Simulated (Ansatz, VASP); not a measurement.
**CdS in VASP and in Ansatz**

```xyz
4
Lattice="4.0705 0.0000 0.0000 0.0000 5.7565 0.0000 0.0000 0.0000 4.0705" Properties=species:S:1:pos:R:3 pbc="T T T"
Cd    0.0000    0.0000    0.0000
Cd    2.0352    2.8782    2.0353
S     2.0352    1.4391    0.0000
S     0.0000    4.3174    2.0353
```

Alike in both runs: task single point; functional LDA; k mesh 4 × 4 × 4; occupations gaussian, width 0.1 eV; no spin polarisation.

```csv
,VASP,Ansatz
version,VASP 6.6.1,Ansatz 0.2.0
potentials or method,"VASP PAW LDA potentials, release 64 (Cd, S), cutoff 500 eV","scalar-relativistic, plane waves, PAW"
valence electrons in the cell,36,52
```

VASP gave:

```
gap on the k mesh at the Fermi level (eV) : 0.97
least direct gap on the mesh (eV)         : 0.97
```

Question: Which values does Ansatz return?

Answer: gap on the k mesh at the Fermi level (eV): 0.94; least direct gap on the mesh (eV): 0.94.

Ansatz warns that its potentials were made for another functional, while VASP's fit it. LDA's correlation is that of Perdew and Zunger in VASP and of Perdew and Wang (1992) in Ansatz. VASP's potentials hold 36 valence electrons a cell and Ansatz's 52, so a difference there can come from the potentials and not from the codes. Ansatz's warnings: structure snapped to symmetry.
